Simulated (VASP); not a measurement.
# MgO (F-43m) in VASP: G0W0 quasiparticle levels with LDA

Aim: the G0W0 quasiparticle levels of MgO with LDA.

Program: VASP 6.6.1. These are calculated values, not measurements. Logs are shortened: lines on timing, memory, paths and dates and some standing lists are left out, and cuts for length are marked.

## Step 1: The cell of the first run

It takes space group F-43m (No. 216, cubic). The conventional cell has a = 4.564 Å, b = 4.564 Å, c = 4.564 Å, α = 90.00°, β = 90.00°, γ = 90.00°. Mg (site symmetry -43m) has 4 O at 1.98 Å within 2.6 Å. O (site symmetry -43m) has 4 Mg at 1.98 Å within 2.6 Å.

## Step 2: G0W0 quasiparticle levels, LDA

Input file POSCAR:

```
MgO
1.0
    0.0000000000      2.2820056624      2.2820056624
    2.2820056624      0.0000000000      2.2820056624
    2.2820056624      2.2820056624      0.0000000000
Mg O
1 1
Direct
    0.0000000000      0.0000000000      0.0000000000
    0.2500000000      0.2500000000      0.2500000000
```

Input file INCAR.step1:

```
  ALGO = Normal
  EDIFF = 1E-8
  ENCUT = 500
  GGA = CA
  ISMEAR = 0
  LASPH = True
  LCHARG = False
  LREAL = False
  LWAVE = True
  NELM = 60
  PREC = Accurate
  SIGMA = 0.01
```

Input file INCAR.step2:

```
  ALGO = Exact
  EDIFF = 1E-8
  ENCUT = 500
  GGA = CA
  ISMEAR = 0
  ISTART = 1
  LASPH = True
  LCHARG = False
  LOPTICS = True
  LREAL = False
  LWAVE = True
  NBANDS = 34
  NELM = 1
  PREC = Accurate
  SIGMA = 0.01
```

Input file INCAR.step3:

```
  ALGO = EVGW0
  EDIFF = 1E-8
  ENCUT = 500
  ENCUTGW = 60
  GGA = CA
  ISMEAR = 0
  ISTART = 1
  LASPH = True
  LCHARG = False
  LREAL = False
  LWAVE = False
  NBANDS = 34
  NBANDSGW = 12
  NELMGW = 1
  NOMEGA = 48
  PREC = Accurate
  PRECFOCK = Fast
  SIGMA = 0.01
```

Input file KPOINTS:

```
k-points
0
Gamma
  4 4 4
```

Potentials or basis: VASP PAW LDA potentials, release 64 (Mg_GW, O_GW).

Started as:

```bash
cat potpaw_LDA.64/Mg_GW/POTCAR potpaw_LDA.64/O_GW/POTCAR > POTCAR
cp INCAR.step1 INCAR
mpirun -np 1 vasp_std > vasp.out
cp INCAR.step2 INCAR
mpirun -np 1 vasp_std > vasp.out
cp INCAR.step3 INCAR
mpirun -np 1 vasp_std > vasp.out
```

OUTCAR:

```text
EDIFF = 1E-8
   ENCUT = 500
   ENCUTGW = 60
   GGA = CA
   ISMEAR = 0
   ISTART = 1
   LASPH = True
   LREAL = False
   NELMGW = 1
   PREC = Accurate
   PRECFOCK = Fast

 ion  position               nearest neighbor table
   1  0.000  0.000  0.000-   2 1.98   2 1.98   2 1.98   2 1.98
   2  0.250  0.250  0.250-   1 1.98   1 1.98   1 1.98   1 1.98

  LATTYP: Found a face centered cubic cell.
 ALAT       =     4.5640113248

  Lattice vectors:

 A1 = (   0.0000000000,   2.2820056624,   2.2820056624)
 A2 = (   2.2820056624,   0.0000000000,   2.2820056624)
 A3 = (   2.2820056624,   2.2820056624,   0.0000000000)

Analysis of symmetry for initial positions (statically):
[... 5 lines left out ...]
 face centered cubic supercell.

 Subroutine GETGRP returns: Found 24 space group operations
 (whereof 24 operations were pure point group operations)
 out of a pool of 48 trial point group operations.

The static configuration has the point symmetry T_d .

Analysis of symmetry for dynamics (positions and initial velocities):
[... 5 lines left out ...]
 face centered cubic supercell.

 Subroutine GETGRP returns: Found 24 space group operations
 (whereof 24 operations were pure point group operations)
 out of a pool of 48 trial point group operations.

The dynamic configuration has the point symmetry T_d .

 Subroutine INISYM returns: Found 24 space group operations
 (whereof 24 operations are pure point group operations),
 and found     1 'primitive' translations

----------------------------------------------------------------------------------------

                                     Primitive cell

  volume of cell :      23.7673

  direct lattice vectors                    reciprocal lattice vectors
     0.000000000  2.282005662  2.282005662    -0.219105504  0.219105504  0.219105504
     2.282005662  0.000000000  2.282005662     0.219105504 -0.219105504  0.219105504
     2.282005662  2.282005662  0.000000000     0.219105504  0.219105504 -0.219105504

  length of vectors
     3.227243357  3.227243357  3.227243357     0.379501865  0.379501865  0.379501865

  position of ions in fractional coordinates (direct lattice)
     0.000000000  0.000000000  0.000000000
     0.250000000  0.250000000  0.250000000

  ion indices of the primitive-cell ions
   primitive index   ion index
                 1           1
                 2           2

----------------------------------------------------------------------------------------

 KPOINTS: k-points

Automatic generation of k-mesh.
 Grid dimensions read from file:
 generate k-points for:    4    4    4

 Generating k-lattice:

  Cartesian coordinates                     Fractional coordinates (reciprocal lattice)
    -0.054776376  0.054776376  0.054776376     0.250000000  0.000000000  0.000000000
     0.054776376 -0.054776376  0.054776376     0.000000000  0.250000000  0.000000000
     0.054776376  0.054776376 -0.054776376     0.000000000  0.000000000  0.250000000

  Length of vectors
     0.094875466  0.094875466  0.094875466

  Shift w.r.t. Gamma in fractional coordinates (k-lattice)
     0.000000000  0.000000000  0.000000000

 Subroutine IBZKPT returns following result:
 ===========================================

 Found      8 irreducible k-points:

 Following reciprocal coordinates:
            Coordinates               Weight
  0.000000  0.000000  0.000000      1.000000
  0.250000  0.000000  0.000000      8.000000
  0.500000  0.000000  0.000000      4.000000
  0.250000  0.250000  0.000000      6.000000
  0.500000  0.250000  0.000000     24.000000
 -0.250000  0.250000  0.000000     12.000000
  0.500000  0.500000  0.000000      3.000000
 -0.250000  0.500000  0.250000      6.000000
   k-points           NKPTS =      8   k-points in BZ     NKDIM =     64   number of bands    NBANDS=     34
   number of dos      NEDOS =    301   number of ions     NIONS =      2
   total plane-waves  NPLWV =  13824
   dimension x,y,z NGX =    24 NGY =   24 NGZ =   24
   dimension x,y,z NGXF=    48 NGYF=   48 NGZF=   48
   ions per type =               1   1
   NGX,Y,Z   is equivalent  to a cutoff of  12.36, 12.36, 12.36 a.u.
   NGXF,Y,Z  is equivalent  to a cutoff of  24.73, 24.73, 24.73 a.u.
 SYSTEM =  unknown system
   PREC   = accura    normal or accurate (medium, high low for compatibility)
   ISTART =      1    job   : 0-new  1-cont  2-samecut
   ICHARG =      0    charge: 1-file 2-atom 10-const
   ISPIN  =      1    spin polarized calculation?
   LNONCOLLINEAR =      F non collinear calculations
   LSORBIT =      F    spin-orbit coupling
   LASPH  =      T    aspherical Exc in radial PAW
   ENCUT  =  500.0 eV  36.75 Ry    6.06 a.u.   5.88  5.88  5.88*2*pi/ulx,y,z
   NELM   =     60;   NELMIN=  2; NELMDL=  0     # of ELM steps
   EDIFF  = 0.1E-07   stopping-criterion for ELM
   LREAL  =      F    real-space projection
   EDIFFG = 0.1E-06   stopping-criterion for IOM
   NSW    =      0    number of steps for IOM
   IBRION =     -1    ionic relax: 0-MD 1-quasi-New 2-CG
   NFREE  =      0    steps in history (QN), initial steepest desc. (CG)
   ISIF   =      0    stress and relaxation
   ISYM   =      3    0-nonsym 1-usesym 2-fastsym
   POTIM  = 0.5000    time-step for ionic-motion
   TEBEG  =    0.0;   TEEND  =   0.0 temperature during run
   PSTRESS=    0.0 pullay stress
   NELECT =       8.0000    total number of electrons
   NUPDOWN=      -1.0000    fix difference up-down
   EMIN   =  10.00;   EMAX   =-10.00  energy-range for DOS
   EFERMI =   0.00;   METHOD = LEGACY
   ISMEAR =     0;   SIGMA  =   0.01  broadening in eV -4-tet -1-fermi 0-gaus
   EFERMI_NEDOS =   21; number of points for ismear=-14 and -15
   IALGO  =     38    algorithm
   IMIX   =      4    mixing-type and parameters
     AMIX     =   0.40;   BMIX     =  1.00
     AMIX_MAG =   1.60;   BMIX_MAG =  1.00
  volume/ion in A,a.u.               =      11.88        80.19
  Fermi-wavevector in a.u.,A,eV,Ry     =   1.138793  2.152007 17.644708  1.296849
  Thomas-Fermi vector in A             =   2.275497
   LORBIT       =      0    0 simple, 1 ext, 2 COOP (PROOUT), +10 PAW based schemes
   GGA     = CA    functional components
   LHFCALC =     T    Hartree Fock is set to
   PRECFOCK=fast      Normal, Fast or Accurate (Low or Medium for compatibility)
   ENCUT4O =  -1.0   cutoff for four orbital integrals eV
   NKREDX  =     1    reduce k-point grid by
   NKREDY  =     1    reduce k-point grid by
   NKREDZ  =     1    reduce k-point grid by
   AEXX    =    1.0000 exact exchange contribution
   HFSCREEN=    0.0000 screening length (either q_TF or 0.3 A-1)
   HFSCREENC=   0.0000 screening length for correlation (either q_TF or 0.3 A-1)
   ENCUTFOCK=  -1.0 apply spherical cutoff to Coloumb kernel
   IVDW    =     0    specifies the selected vdW correction
   LEPSILON=     F    determine dielectric tensor
   LRPA    =     F    only Hartree local field effects (RPA)
   LRPAFORCE           =     F    calculate RPA forces
   ENCUTGW             =  60.0    cutoff for response function in eV
   ENCUTGWSOFT         =  48.0    soft cutoff for Coulomb kernel in GW response function in eV
   ENCUTLF             =  -1.0    cutoff for local field effects
   NELMGW              =     1    number of iterations in solving QP/BSE equation
   NELMHF              =     1    number of iterations in the inner HF iteration
   NKREDLFX            =     1    NKREDLFY  =   1   NKREDLFZ  =   1
 non-spin polarized calculation
 Gauss-broadening in eV      SIGMA  =   0.01
  energy-cutoff  :      500.00
  volume of cell :       23.77
 maximum number of plane-waves:       620
  NGX = 14; NGY = 14; NGZ = 14
   NGX = 11   NGY = 11   NGZ = 11
 maximum number of plane-waves:        28
 NGX is ok and might be reduce to    10

 QP shifts <psi_nk| G(iteration)W_0 |psi_nk>: iteration 1
 for sc-GW calculations column KS-energies equals QP-energies in previous step
 and V_xc(KS)=  KS-energies - (<T + V_ion + V_H > + <T+V_H+V_ion>^1  + <V_x>^1)

 k-point   1 :       0.0000    0.0000    0.0000
  band No.  KS-energies  QP-energies   sigma(KS)   V_xc(KS)     V^pw_x(r,r')   Z            occupation Imag(sigma)

      1     -15.1537     -17.4975     -21.5980     -18.2088     -29.9517       0.6915       2.0000       1.1060
      2       0.4529      -0.4102     -20.2258     -19.0824     -24.6213       0.7549       2.0000       0.1175
      3       0.4529      -0.4102     -20.2258     -19.0824     -24.6213       0.7549       2.0000       0.1175
      4       0.4529      -0.4102     -20.2258     -19.0824     -24.6213       0.7549       2.0000       0.1175
      5       4.0007       5.1133      -9.0296     -10.3875      -5.8792       0.8194       0.0000      -0.0740
      6      16.9230      18.8471      -6.7988      -9.2144      -2.6351       0.7966       0.0000      -0.1692
      7      16.9230      18.8471      -6.7988      -9.2144      -2.6351       0.7966       0.0000      -0.1692
      8      16.9230      18.8471      -6.7988      -9.2144      -2.6351       0.7966       0.0000      -0.1692
      9      20.5104      22.4993      -6.8943      -9.3923      -2.6118       0.7962       0.0000      -0.3033
     10      20.5104      22.4993      -6.8943      -9.3923      -2.6118       0.7962       0.0000      -0.3033
     11      20.5976      22.0279      -7.0767      -8.9587      -2.0739       0.7600       0.0000      -0.5989
     12      20.5976      22.0279      -7.0767      -8.9587      -2.0739       0.7600       0.0000      -0.5989

 k-point   2 :       0.2500    0.0000    0.0000
  band No.  KS-energies  QP-energies   sigma(KS)   V_xc(KS)     V^pw_x(r,r')   Z            occupation Imag(sigma)
[... 97 lines left out ...]
      1     -14.2257     -16.5717     -22.7948     -19.3865     -31.0726       0.6883       2.0000       0.9048
      2      -1.3652      -2.5395     -17.9504     -16.3634     -22.2828       0.7399       2.0000       0.1457
      3      -1.2079      -2.3142     -18.3016     -16.8107     -22.6796       0.7421       2.0000       0.1445
      4      -0.6253      -1.7019     -18.4519     -17.0139     -22.6789       0.7487       2.0000       0.1281
      5       7.9871       9.4037      -8.2253      -9.9925      -4.7968       0.8016       0.0000      -0.0937
      6      11.8313      13.6084      -9.6726     -11.9446      -5.8979       0.7822       0.0000      -0.1322
      7      14.0805      16.3604     -10.0321     -12.9592      -5.9160       0.7789       0.0000      -0.2038
      8      14.1280      15.7497      -7.5004      -9.5398      -3.1436       0.7952       0.0000      -0.2451
      9      20.3676      22.3278      -7.2079      -9.7604      -2.3878       0.7679       0.0000      -0.4236
     10      20.7302      22.5385      -6.9483      -9.1698      -2.2975       0.8140       0.0000      -0.5060
     11      24.9238      27.3267      -8.0875     -10.8831      -3.4606       0.8595       0.0000      -0.8495
     12      26.2347      29.0201      -8.8879     -12.2909      -3.7422       0.8185       0.0000      -0.9499
```

Run time: 48 s. Hardware: 1 thread of AMD EPYC 7R13, shared host; peak memory 0.17 GiB.

Results:

- Band gap on the k mesh, mean-field level: 3.55 eV, direct
- Quasiparticle gap: 5.52 eV
- Least direct quasiparticle gap: 5.52 eV

Caveat: the k points lie up to 0.60 Å⁻¹ apart; bands, screening cutoff and mesh are small and nothing is extrapolated, so the quasiparticle values aren't converged.
